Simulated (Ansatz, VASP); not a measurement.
**One calculation of CdS, two programs**

```xyz
2
Lattice="-0.0116 2.7151 2.7151 2.7151 -0.0116 2.7151 2.7151 2.7151 -0.0116" Properties=species:S:1:pos:R:3 pbc="T T T"
Cd    0.0000    0.0000    0.0000
S     2.7093    2.7093    2.7093
```

Change from the starting cell: shear_111 strain -0.6%.

Alike in both runs: task single point; functional r2SCAN; k mesh 8 × 8 × 8; no spin polarisation.

|  | VASP | Ansatz |
| --- | --- | --- |
| version | VASP 6.6.1 | Ansatz 0.2.0 |
| potentials or method | VASP PAW PBE potentials, release 64 (Cd, S) | plane waves, PAW |
| plane-wave cutoff (eV) | 520 | 500 |
| occupations | gaussian, width 0.01 eV | fixed |
| valence electrons in the cell | 18 | 26 |

```csv
,VASP,Ansatz,Ansatz less VASP
gap on the k mesh at the Fermi level (eV),0.72,0.74,+0.018
pressure (GPa),1.0,0.5,-0.49
"traceless stress, the component that is largest in VASP (GPa)",0.16,0.16,+0.002
```

VASP's potentials were made for PBE, not for r2SCAN. VASP's potentials hold 18 valence electrons a cell and Ansatz's 26, so a difference there can come from the potentials and not from the codes.
